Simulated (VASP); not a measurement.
# InHgSe2 (I4/mcm) in VASP: a series of runs

Runs on InHgSe2. Level: PBE. Tasks: single point, relaxation of cell and atoms.

Program: VASP 6.6.1. These are calculated values, not measurements. Logs are shortened: lines on timing, memory, paths and dates and some standing lists are left out, and cuts for length are marked.

## 1. The cell of the first run

Symmetry: I4/mcm, No. 140, tetragonal system. Conventional cell: a = 7.903 Å, b = 7.903 Å, c = 6.955 Å, α = 90.00°, β = 90.00°, γ = 90.00°. In (site symmetry -42m) has 4 Se at 2.65 Å and 2 In at 3.48 Å within 3.5 Å. Within 4.4 Å of Hg (site symmetry 422) lie 8 Se at 3.38 Å and 2 Hg at 3.48 Å and 4 In at 3.95 Å. Se (site symmetry m2m) has 2 In at 2.65 Å and 4 Hg at 3.38 Å within 3.5 Å.

## 2. Single point, PBE

Contents of INCAR:

```
ALGO     = Normal         # electronic algorithm
EDIFF    = 1E-6           # SCF threshold, eV
ENCUT    = 520            # plane-wave cutoff, eV
GGA      = PE             # functional
ISIF     = 2              # what is computed and relaxed
ISMEAR   = -1             # smearing method
LASPH    = True           # aspherical terms in the spheres
LCHARG   = False          # write CHGCAR
LREAL    = False          # projectors in reciprocal space
LWAVE    = False          # write WAVECAR
NBANDS   = 47             # bands
NELM     = 80             # most SCF steps
PREC     = Accurate       # precision mode
SIGMA    = 0.1            # smearing width, eV
```

Contents of KPOINTS:

```
k-points
0
Gamma
  4 4 4
```

Contents of POSCAR:

```
InHgSe2
1.0
   -3.9517110128      3.9517110128      3.4772697855
    3.9517110128     -3.9517110128      3.4772697855
    3.9517110128      3.9517110128     -3.4772697855
In Hg Se
2 2 4
Direct
    0.7500000000      0.2500000000      0.5000000000
    0.2500000000      0.7500000000      0.5000000000
    0.2500000000      0.2500000000      0.0000000000
    0.7500000000      0.7500000000      0.0000000000
    0.6793178451      0.1793178451      0.8586356903
    0.1793178451      0.3206821549      0.5000000000
    0.3206821549      0.8206821549      0.1413643097
    0.8206821549      0.6793178451      0.5000000000
```

Potentials or basis: VASP PAW PBE potentials, release 64 (In_d, Hg, Se).

Command:

```console
> cat potpaw_PBE.64/In_d/POTCAR potpaw_PBE.64/Hg/POTCAR potpaw_PBE.64/Se/POTCAR > POTCAR
> mpirun -np 1 vasp_std > vasp.out
```

OUTCAR:

```text
EDIFF = 1E-6
   ENCUT = 520
   GGA = PE
   ISIF = 2
   ISMEAR = -1
   LASPH = True
   LREAL = False
   NELM = 80
   PREC = Accurate

 ion  position               nearest neighbor table
   1  0.750  0.250  0.500-   6 2.65   8 2.65   7 2.65   5 2.65   2 3.48   2 3.48
   2  0.250  0.750  0.500-   6 2.65   8 2.65   5 2.65   7 2.65   1 3.48   1 3.48
   3  0.250  0.250  0.000-   4 3.48   4 3.48
   4  0.750  0.750  0.000-   3 3.48   3 3.48
   5  0.679  0.179  0.859-   2 2.65   1 2.65
   6  0.179  0.321  0.500-   1 2.65   2 2.65
   7  0.321  0.821  0.141-   1 2.65   2 2.65
   8  0.821  0.679  0.500-   1 2.65   2 2.65

  LATTYP: Found a body centered tetragonal cell.
 ALAT       =     7.9034220256
 C/A-ratio  =     0.8799403029

  Lattice vectors:

 A1 = (  -3.9517110128,   3.9517110128,   3.4772697855)
 A2 = (   3.9517110128,  -3.9517110128,   3.4772697855)
 A3 = (   3.9517110128,   3.9517110128,  -3.4772697855)

Analysis of symmetry for initial positions (statically):
=====================================================================
 Subroutine PRICEL returns:
 Original cell was already a primitive cell.

 Routine SETGRP: Setting up the symmetry group for a
 body centered tetragonal supercell.

 Subroutine GETGRP returns: Found 16 space group operations
 (whereof  8 operations were pure point group operations)
 out of a pool of 16 trial point group operations.

The static configuration has the point symmetry C_4h.
 The point group associated with its full space group is D_4h.

Analysis of symmetry for dynamics (positions and initial velocities):
=====================================================================
 Subroutine PRICEL returns:
 Original cell was already a primitive cell.

 Routine SETGRP: Setting up the symmetry group for a
 body centered tetragonal supercell.

 Subroutine GETGRP returns: Found 16 space group operations
 (whereof  8 operations were pure point group operations)
 out of a pool of 16 trial point group operations.

The dynamic configuration has the point symmetry C_4h.
 The point group associated with its full space group is D_4h.

 Subroutine INISYM returns: Found 16 space group operations
 (whereof  8 operations are pure point group operations),
 and found     1 'primitive' translations

----------------------------------------------------------------------------------------

                                     Primitive cell

  volume of cell :     217.2045

  direct lattice vectors                    reciprocal lattice vectors
    -3.951711013  3.951711013  3.477269785     0.000000000  0.126527471  0.143790971
     3.951711013 -3.951711013  3.477269785     0.126527471  0.000000000  0.143790971
     3.951711013  3.951711013 -3.477269785     0.126527471  0.126527471  0.000000000

  length of vectors
     6.582054772  6.582054772  6.582054772     0.191533403  0.191533403  0.178936865

  position of ions in fractional coordinates (direct lattice)
     0.750000000  0.250000000  0.500000000
     0.250000000  0.750000000  0.500000000
     0.250000000  0.250000000  0.000000000
     0.750000000  0.750000000  0.000000000
     0.679317845  0.179317845  0.858635690
     0.179317845  0.320682155  0.500000000
     0.320682155  0.820682155  0.141364310
     0.820682155  0.679317845  0.500000000

  ion indices of the primitive-cell ions
   primitive index   ion index
                 1           1
                 2           2
                 3           3
                 4           4
                 5           5
                 6           6
                 7           7
                 8           8

----------------------------------------------------------------------------------------

 KPOINTS: k-points

Automatic generation of k-mesh.
 Grid dimensions read from file:
 generate k-points for:    4    4    4

 Generating k-lattice:

  Cartesian coordinates                     Fractional coordinates (reciprocal lattice)
     0.000000000  0.031631868  0.035947743     0.250000000  0.000000000  0.000000000
     0.031631868  0.000000000  0.035947743     0.000000000  0.250000000  0.000000000
     0.031631868  0.031631868  0.000000000     0.000000000  0.000000000  0.250000000

  Length of vectors
     0.047883351  0.047883351  0.044734216

  Shift w.r.t. Gamma in fractional coordinates (k-lattice)
     0.000000000  0.000000000  0.000000000

 Subroutine IBZKPT returns following result:
 ===========================================

 Found     13 irreducible k-points:

 Following reciprocal coordinates:
            Coordinates               Weight
  0.000000  0.000000  0.000000      1.000000
  0.250000  0.000000  0.000000      8.000000
  0.500000  0.000000  0.000000      4.000000
  0.250000  0.250000  0.000000      8.000000
  0.500000  0.250000 -0.000000     16.000000
 -0.250000  0.250000  0.000000      4.000000
  0.500000  0.500000  0.000000      2.000000
  0.250000  0.250000  0.250000      2.000000
 -0.250000  0.250000  0.250000      4.000000
  0.500000  0.500000  0.250000      4.000000
 -0.250000  0.500000  0.250000      8.000000
 -0.250000 -0.250000  0.250000      2.000000
  0.500000  0.500000  0.500000      1.000000
   k-points           NKPTS =     13   k-points in BZ     NKDIM =     13   number of bands    NBANDS=     47
   number of dos      NEDOS =    301   number of ions     NIONS =      8
   total plane-waves  NPLWV = 125000
   dimension x,y,z NGX =    50 NGY =   50 NGZ =   50
   dimension x,y,z NGXF=   100 NGYF=  100 NGZF=  100
   ions per type =               2   2   4
   NGX,Y,Z   is equivalent  to a cutoff of  12.63, 12.63, 12.63 a.u.
   NGXF,Y,Z  is equivalent  to a cutoff of  25.26, 25.26, 25.26 a.u.
 SYSTEM =  unknown system
   PREC   = accura    normal or accurate (medium, high low for compatibility)
   ISTART =      0    job   : 0-new  1-cont  2-samecut
   ICHARG =      2    charge: 1-file 2-atom 10-const
   ISPIN  =      1    spin polarized calculation?
   LNONCOLLINEAR =      F non collinear calculations
   LSORBIT =      F    spin-orbit coupling
   LASPH  =      T    aspherical Exc in radial PAW
   ENCUT  =  520.0 eV  38.22 Ry    6.18 a.u.  12.24 12.24 12.24*2*pi/ulx,y,z
   NELM   =     80;   NELMIN=  2; NELMDL= -5     # of ELM steps
   EDIFF  = 0.1E-05   stopping-criterion for ELM
   LREAL  =      F    real-space projection
   EDIFFG = 0.1E-04   stopping-criterion for IOM
   NSW    =      0    number of steps for IOM
   IBRION =     -1    ionic relax: 0-MD 1-quasi-New 2-CG
   NFREE  =      0    steps in history (QN), initial steepest desc. (CG)
   ISIF   =      2    stress and relaxation
   ISYM   =      2    0-nonsym 1-usesym 2-fastsym
   POTIM  = 0.5000    time-step for ionic-motion
   TEBEG  =    0.0;   TEEND  =   0.0 temperature during run
   PSTRESS=    0.0 pullay stress
   NELECT =      74.0000    total number of electrons
   NUPDOWN=      -1.0000    fix difference up-down
   EMIN   =  10.00;   EMAX   =-10.00  energy-range for DOS
   EFERMI =   0.00;   METHOD = LEGACY
   ISMEAR =    -1;   SIGMA  =   0.10  broadening in eV -4-tet -1-fermi 0-gaus
   EFERMI_NEDOS =   21; number of points for ismear=-14 and -15
   IALGO  =     38    algorithm
   IMIX   =      4    mixing-type and parameters
     AMIX     =   0.40;   BMIX     =  1.00
     AMIX_MAG =   1.60;   BMIX_MAG =  1.00
  volume/ion in A,a.u.               =      27.15       183.22
  Fermi-wavevector in a.u.,A,eV,Ry     =   1.143394  2.160701 17.787568  1.307349
  Thomas-Fermi vector in A             =   2.280089
   LORBIT       =      0    0 simple, 1 ext, 2 COOP (PROOUT), +10 PAW based schemes
   GGA     = PE    functional components
   LHFCALC =     F    Hartree Fock is set to
   AEXX    =    0.0000 exact exchange contribution
   IVDW    =     0    specifies the selected vdW correction
   LEPSILON=     F    determine dielectric tensor
   LRPA    =     F    only Hartree local field effects (RPA)
 non-spin polarized calculation
  energy-cutoff  :      520.00
  volume of cell :      217.20
 maximum number of plane-waves:      5896
 NGX is ok and might be reduce to    50
   NGX = 25   NGY = 25   NGZ = 25

 number of electron      74.0000005 magnetization

 Free energy of the ion-electron system (eV)
  ---------------------------------------------------
  ext. energy  EPLUGINS =         0.00000000
  ---------------------------------------------------
  free energy    TOTEN  =       -21.14591193 eV

  energy without entropy =      -21.02979270  energy(sigma->0) =      -21.08785231

 E-fermi :   2.9200     XC(G=0):  -9.4807

 val. band max:        2.8403270956   @ k =  -0.2500   0.2500   0.0000
 cond. band min:       2.9859391439   @ k =   0.5000   0.5000   0.0000
 fundamental gap:      0.1456120483
 Fermi energy:         2.9200390900

 k-point     1 :       0.0000    0.0000    0.0000
  band No.  band energies     occupation
      1     -11.5930      2.00000
      2     -11.5930      2.00000
      3     -11.4723      2.00000
      4     -11.4332      2.00000
      5     -11.2934      2.00000
      6     -11.2625      2.00000
[... 39 lines left out ...]
     46       9.1560      0.00000
     47       9.1710      0.00000

 k-point     2 :       0.2500    0.0000    0.0000
  band No.  band energies     occupation
      1     -11.5752      2.00000
      2     -11.5749      2.00000
      3     -11.4493      2.00000
      4     -11.4032      2.00000
      5     -11.3045      2.00000
      6     -11.2830      2.00000
[... 39 lines left out ...]
     46       9.2140      0.00000
     47       9.2476      0.00000

 k-point     3 :       0.5000    0.0000    0.0000
  band No.  band energies     occupation
      1     -11.5537      2.00000
      2     -11.5537      2.00000
      3     -11.4025      2.00000
      4     -11.4025      2.00000
      5     -11.3069      2.00000
      6     -11.3069      2.00000
[... 489 lines left out ...]
     46       9.0079      0.00000
     47       9.0892      0.00000

 k-point    13 :       0.5000    0.5000    0.5000
  band No.  band energies     occupation
      1     -11.5832      2.00000
      2     -11.5832      2.00000
      3     -11.4360      2.00000
      4     -11.4291      2.00000
      5     -11.3009      2.00000
      6     -11.2635      2.00000
[... 39 lines left out ...]
     46       7.1478      0.00000
     47       8.4676      0.00000

------------------------ aborting loop because EDIFF is reached ----------------------------------------

  FORCE on cell =-STRESS in cart. coord.  units (eV):
  Direction    XX          YY          ZZ          XY          YZ          ZX
  --------------------------------------------------------------------------------------
  -------------------------------------------------------------------------------------
  Total        0.0679793      0.0679793      0.1174615      0.0000000      0.0000000     -0.0000000
  in kB        0.5014396      0.5014396      0.8664376      0.0000000      0.0000000     -0.0000000
  external PRESSURE =       0.6231056 kB  Pullay stress =       0.0000000 kB

 VOLUME and BASIS-vectors are now :
 -----------------------------------------------------------------------------
  energy-cutoff  :      520.00
  volume of cell :      217.20
      direct lattice vectors                 reciprocal lattice vectors
    -3.951711013  3.951711013  3.477269785     0.000000000  0.126527471  0.143790971
     3.951711013 -3.951711013  3.477269785     0.126527471  0.000000000  0.143790971
     3.951711013  3.951711013 -3.477269785     0.126527471  0.126527471  0.000000000

 POSITION                                       TOTAL-FORCE (eV/Angst)
 -----------------------------------------------------------------------------------
      0.00000      3.95171      1.73863         0.000000     -0.000000     -0.000000
      3.95171      0.00000      1.73863        -0.000000     -0.000000     -0.000000
      0.00000      0.00000      1.73863        -0.000000      0.000000     -0.000000
      0.00000      0.00000      5.21590         0.000000     -0.000000     -0.000000
      1.41722      5.36894     -0.00000         0.011132      0.011132     -0.000000
      2.53449      1.41722      0.00000        -0.011132      0.011132     -0.000000
      2.53449     -1.41722      3.47727        -0.011132     -0.011132      0.000000
      1.41722      2.53449      3.47727         0.011132     -0.011132     -0.000000
 -----------------------------------------------------------------------------------
    total drift:                               -0.000000      0.000000     -0.000000

  FREE ENERGIE OF THE ION-ELECTRON SYSTEM (eV)
  ---------------------------------------------------
  free  energy   TOTEN  =       -21.1459119252 eV

  energy  without entropy=      -21.0297927019  energy(sigma->0) =      -21.08785231
```

Run time: 2.4 min. Hardware: 1 thread of Intel Xeon Platinum 8488C (Sapphire Rapids), shared host; peak memory 0.43 GiB.

Results:

```
Free energy            : -21.1459 eV
Pressure               : 0.1 GPa
Largest force          : 0.016 eV/Å
Band gap on the k mesh : zero (bands 37 and 38 overlap by 0.57 eV)
```

Forces on the atoms (eV/Å):
```
In   0.000  0.000  0.000
In   0.000  0.000  0.000
Hg   0.000  0.000  0.000
Hg   0.000  0.000  0.000
Se   0.011  0.011  0.000
Se  -0.011  0.011  0.000
Se  -0.011 -0.011  0.000
Se   0.011 -0.011  0.000
```

Caveat: spin-orbit coupling is left out, which moves the levels of the heavy elements.

## 3. Relaxation of cell and atoms, PBE

This run uses another cell than the first one, of 25.96 Å³/atom.

Contents of INCAR:

```
PREC     = Accurate       # precision mode
ENCUT    = 600            # plane-wave cutoff, eV
EDIFF    = 1E-7           # SCF threshold, eV
ISMEAR   = -1             # smearing method
SIGMA    = 0.1            # smearing width, eV
LREAL    = False          # projectors in reciprocal space
LASPH    = True           # aspherical terms in the spheres
NELM     = 80             # most SCF steps
ALGO     = Normal         # electronic algorithm
ISIF     = 3              # what is computed and relaxed
LWAVE    = False          # write WAVECAR
LCHARG   = False          # write CHGCAR
GGA      = PE             # functional
IBRION   = 2              # ionic algorithm
NSW      = 60             # ionic steps
EDIFFG   = -0.01          # ionic threshold
```

Contents of KPOINTS:

```
regular mesh
0
Gamma
  4 4 4
```

Contents of POSCAR:

```
InHgSe2
1.0
   -3.9415830000      3.9415830000      3.3421700000
    3.9415830000     -3.9415830000      3.3421700000
    3.9415830000      3.9415830000     -3.3421700000
In Hg Se
2 2 4
Direct
    0.7500000000      0.2500000000      0.5000000000
    0.2500000000      0.7500000000      0.5000000000
    0.2500000000      0.2500000000      0.0000000000
    0.7500000000      0.7500000000      0.0000000000
    0.6714000000      0.1714000000      0.8428000000
    0.1714000000      0.3286000000      0.5000000000
    0.3286000000      0.8286000000      0.1572000000
    0.8286000000      0.6714000000      0.5000000000
```

Potentials or basis: VASP PAW PBE potentials, release 64 (In_d, Hg, Se).

Command:

```console
> cat potpaw_PBE.64/In_d/POTCAR potpaw_PBE.64/Hg/POTCAR potpaw_PBE.64/Se/POTCAR > POTCAR
> mpirun -np 1 vasp_std > vasp.out
```

Wall time 22 min (1 thread of Intel Xeon Platinum 8488C (Sapphire Rapids), shared host); peak memory 0.52 GiB.

The run converged. Its results:

- Free energy: -21.1448 eV
- Relaxed volume: 27.21 Å³/atom
- Relaxed cell: a = 6.587 Å, b = 6.587 Å, c = 6.587 Å, α = 106.22°, β = 106.22°, γ = 116.19°
- Space group after relaxing (to 0.1 Å): I4/mcm (No. 140)
- Energy gained by relaxing: 50.0 meV/atom
- Ionic steps: 11
- Pressure after relaxing: 0.0 GPa
- Largest force after relaxing: 0.005 eV/Å
- Band gap on the k mesh: zero (bands 37 and 38 overlap by 0.57 eV)

Forces in eV/Å, atoms in the order of the input:
```
In   0.000  0.000  0.000
In   0.000  0.000  0.000
Hg   0.000  0.000  0.000
Hg   0.000  0.000  0.000
Se   0.004  0.004  0.000
Se  -0.004  0.004  0.000
Se  -0.004 -0.004  0.000
Se   0.004 -0.004  0.000
```

Step by step:
```tsv
step	energy change (eV)	largest force (eV/Å)	pressure (GPa)	volume (Å³)
1	0.0000	1.3050	5.34	207.70
2	-0.2890	0.3465	-2.26	234.79
3	-0.3778	0.1144	-0.23	225.08
4	-0.3777	0.1338	-0.14	224.73
5	-0.3827	0.1239	-0.11	223.75
6	-0.3938	0.0950	0.01	220.84
7	-0.3972	0.0428	0.33	215.04
8	-0.3991	0.0634	0.20	217.24
9	-0.3977	0.0700	-0.38	218.96
10	-0.4000	0.0115	-0.03	217.90
11	-0.4001	0.0052	-0.01	217.71
```

Final structure:
```
CELL_PARAMETERS angstrom
-3.95389 3.95389 3.48150
3.95389 -3.95389 3.48150
3.95389 3.95389 -3.48150
ATOMIC_POSITIONS crystal
In 0.75000 0.25000 0.50000
In 0.25000 0.75000 0.50000
Hg 0.25000 0.25000 0.00000
Hg 0.75000 0.75000 0.00000
Se 0.67925 0.17925 0.85849
Se 0.17925 0.32075 0.50000
Se 0.32075 0.82075 0.14151
Se 0.82075 0.67925 0.50000
```

Levels at points of the mesh, in eV from the Fermi level:
| k point | band 33 | band 34 | band 35 | band 36 | band 37 | band 38 | band 39 | band 40 | band 41 | band 42 |
| --- | --- | --- | --- | --- | --- | --- | --- | --- | --- | --- |
| (0.00, 0.00, 0.00) | -2.33 | -1.29 | -0.95 | -0.82 | -0.82 | -0.44 | 2.08 | 2.76 | 4.88 | 4.88 |
| (0.50, 0.00, 0.00) | -1.52 | -1.52 | -0.84 | -0.84 | 0.13 | 0.13 | 2.13 | 2.13 | 3.88 | 3.88 |
| (0.50, 0.50, 0.00) | -1.41 | -1.27 | -0.83 | -0.66 | 0.06 | 0.44 | 2.09 | 2.24 | 3.38 | 3.79 |
| (0.50, 0.50, 0.50) | -1.64 | -1.01 | -1.01 | -0.68 | -0.37 | 1.63 | 2.36 | 2.95 | 3.28 | 3.28 |

Caveat: spin-orbit coupling is left out, which moves the levels of the heavy elements.
